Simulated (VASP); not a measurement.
Set up this calculation in VASP 6.6.1, as the native input.

```
Task                   : single point
Functional             : PBE
Potentials or basis    : VASP PAW PBE potentials, release 64 (Mg, O)
Cutoff                 : 520 eV
k mesh                 : 4 × 4 × 4
Occupations            : gaussian, width 0.1 eV
Spin                   : collinear spin, ferromagnetic start
Starting moments       : [0.0, 0.0, 0.0, 0.0, 0.0, 1.0] μB
Dipole correction      : no
Further INCAR settings : ALGO = Normal; EDIFF = 1e-06; NBANDS = 21
```

The structure of Mg5O lies in POSCAR:

```
Mg5O
1.0
    0.0000000000      3.5748630900      3.5748630900
    3.5748630900      0.0000000000      3.5748630900
    3.5748630900      3.5748630900      0.0000000000
Mg O
5 1
Direct
    0.1250000000      0.6250000000      0.6250000000
    0.6250000000      0.6250000000      0.6250000000
    0.6250000000      0.1250000000      0.6250000000
    0.6250000000      0.6250000000      0.1250000000
    0.2500000000      0.2500000000      0.2500000000
    0.0000000000      0.0000000000      0.0000000000
```

The cell was built from a structure type or drawn by symmetry, and may not be a known phase.

The input as run:

INCAR

```
SYSTEM = Mg5O
PREC = Accurate
ENCUT = 520
EDIFF = 1E-6
ISMEAR = 0
SIGMA = 0.1
LREAL = .FALSE.
LASPH = .TRUE.
NELM = 150
ALGO = Normal
ISIF = 2
LWAVE = .FALSE.
LCHARG = .FALSE.
ISPIN = 2
MAGMOM = 0 0 0 0 0 1
LORBIT = 11
GGA = PE
NBANDS = 21
```

KPOINTS

```
Automatic mesh
0
G
  4 4 4
  0 0 0
```

Potentials or basis: VASP PAW PBE potentials, release 64 (Mg, O).

The run is started by

```sh
$ cat potpaw_PBE.64/Mg/POTCAR potpaw_PBE.64/O/POTCAR > POTCAR
$ mpirun -np 1 vasp_std > vasp.out
```

It gave:

```json
{
  "Pressure": "25.9 GPa",
  "Net moment": "1.43 μB per cell",
  "Site moments": "Mg +0.05, +0.06 (each value once); O +0.32 μB",
  "Valence electrons inside the program's atomic spheres": "Mg 0.51, 0.41 (each value once); O 4.77"
}
```

Caveat: the k points lie up to 0.38 Å⁻¹ apart.

It took 29 s on 1 thread of Intel(R) Xeon(R) 6975P-C (Granite Rapids), on a shared host, peak memory 0.28 GiB.
